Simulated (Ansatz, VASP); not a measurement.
# WS2 in VASP and in Ansatz

The input INCAR:

```
  PREC = Accurate
  ENCUT = 520
  EDIFF = 1E-6
  ISMEAR = 0
  SIGMA = 0.02
  LREAL = False
  LASPH = True
  NELM = 100
  ALGO = Normal
  ISIF = 2
  LWAVE = False
  LCHARG = False
  GGA = PS
  NBANDS = 20
```

File KPOINTS:

```
Automatic mesh
0
Gamma
  12 12 2
```

The input POSCAR:

```
WS2
1.0
    3.0985895770      0.0000000000      0.0000000000
   -1.5492947885      2.6834572896      0.0000000000
    0.0000000000      0.0000000000     17.1067370473
W S
1 2
Direct
    0.3333333333      0.6666666667      0.0000000000
    0.6666666667      0.3333333333      0.9073815096
    0.6666666667      0.3333333333      0.0926184904
```

Input for Ansatz:

```yaml
crystal:
  lattice:
    - [3.098589577, 0.0, 0.0]
    - [-1.5492947885, 2.6834572896, 0.0]
    - [0.0, 0.0, 17.1067370473]
  atoms:
    - { symbol: W, position: [0.3333333333, 0.6666666667, 0.0] }
    - { symbol: S, position: [0.6666666667, 0.3333333333, 0.9073815096] }
    - { symbol: S, position: [0.6666666667, 0.3333333333, 0.0926184904] }
basis:
  ecutwfc: 420
kpoints:
  mp_grid: { grid: [12, 12, 2] }
  band_path: { path: [VBM, CBM], npoints: 2 }
hamiltonian:
  xc: pbesol
scf:
  occupations: { method: gaussian, width: 0.02 }
output:
  forces: true
  stress: true
  eigenvalues: true
checkpoint:
  read: start.run
  write: ck
  compress: false
  write_wavefunctions: false
  write_every: 100000
```

Alike in both runs: task single point; functional PBEsol; k mesh 12 × 12 × 2; occupations gaussian, width 0.02 eV; no spin polarisation.

|  | VASP | Ansatz |
| --- | --- | --- |
| version | VASP 6.6.1 | Ansatz 0.2.0 |
| potentials or method | VASP PAW PBE potentials, release 64 (W_sv, S), cutoff 520 eV | scalar-relativistic, plane waves, PAW |
| valence electrons in the cell | 26 | 26 |

VASP gave:

| Property | Result |
| --- | --- |
| gap on the k mesh at the Fermi level (eV) | 1.93 |
| least direct gap on the mesh (eV) | 2.18 |
| rms of the force components (eV/Å) | 0.011 |

**Question.** What did Ansatz give for the same quantities?

**Answer.** gap on the k mesh at the Fermi level (eV): 1.93; least direct gap on the mesh (eV): 2.17; rms of the force components (eV/Å): 0.000.

VASP's potentials were made for PBE, not for PBEsol. Atom by atom the forces differ by 0.011 eV/Å (rms over components). The functional is the same, so the differences come from potentials, cutoffs and numerics.

Neither program's run includes spin-orbit coupling.
